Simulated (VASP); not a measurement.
A run of VASP 6.6.1:

Contents of INCAR:

```
PREC = Accurate
ENCUT = 520
EDIFF = 1E-7
ISMEAR = 0
SIGMA = 0.15
LREAL = F
LASPH = T
NELM = 80
ALGO = Normal
ISIF = 2
LWAVE = F
LCHARG = F
GGA = PS
NBANDS = 12
```

KPOINTS

```
Automatic mesh
0
Gamma
  20 20 20
```

The input POSCAR:

```
Au
1.0
    0.0000000000      2.0761825000      2.0761825000
    2.0761825000      0.0000000000      2.0761825000
    2.0761825000      2.0761825000      0.0000000000
Au
1
Direct
    0.0000000000      0.0000000000      0.0000000000
```

Potentials or basis: VASP PAW PBE potentials, release 64 (Au).

Launch:

```sh
$ cat potpaw_PBE.64/Au/POTCAR > POTCAR
$ mpirun -np 1 vasp_std > vasp.out
```

Hardware: 1 thread of Intel(R) Xeon(R) Platinum 8488C (Sapphire Rapids), with other jobs on the host.

Q: Estimate the wall time of this run.

A: Run time: 23 s on 1 thread of Intel(R) Xeon(R) Platinum 8488C (Sapphire Rapids) (shared host), peak memory 0.18 GiB. Counts: scf iterations 11, k points 256.
